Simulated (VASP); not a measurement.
CeO2 (fluorite type), 3 atoms in the cell. The structure is tetragonal, space group I4mm (No. 107). The conventional cell has a = 3.861 Å, b = 3.861 Å, c = 5.460 Å, α = 90.00°, β = 90.00°, γ = 90.00°. Ce (site symmetry 4mm) has 8 O at 2.35 to 2.38 Å within 3.1 Å. O (site symmetry 2mm) has 4 Ce at 2.35 to 2.38 Å and 6 O at 2.73 Å within 3.1 Å. 

```yaml
Program: VASP 6.6.1
Task: single point
Functional: PBE
Potentials_or_basis: VASP PAW PBE potentials, release 64 (Ce, O)
Cutoff: 520 eV
k_mesh: 8 × 8 × 8
Occupations: fermi-dirac, width 0.1 eV
Spin: no spin polarisation
Dipole_correction: no
Further_INCAR_settings: ALGO = Normal; EDIFF = 1e-06; NBANDS = 19
```

Potentials or basis: VASP PAW PBE potentials, release 64 (Ce, O).

Command:

```console
$ cat potpaw_PBE.64/Ce/POTCAR potpaw_PBE.64/O/POTCAR > POTCAR
$ mpirun -np 1 vasp_std > vasp.out
```

Hardware: 1 thread of Intel(R) Xeon(R) 6975P-C (Granite Rapids), on a shared host.

**Question.** How long does it take, and how much memory?

**Answer.** Wall time 38 s on 1 thread of Intel(R) Xeon(R) 6975P-C (Granite Rapids), on a shared host, peak memory 0.21 GiB. Counts: scf iterations 21, k points 59.
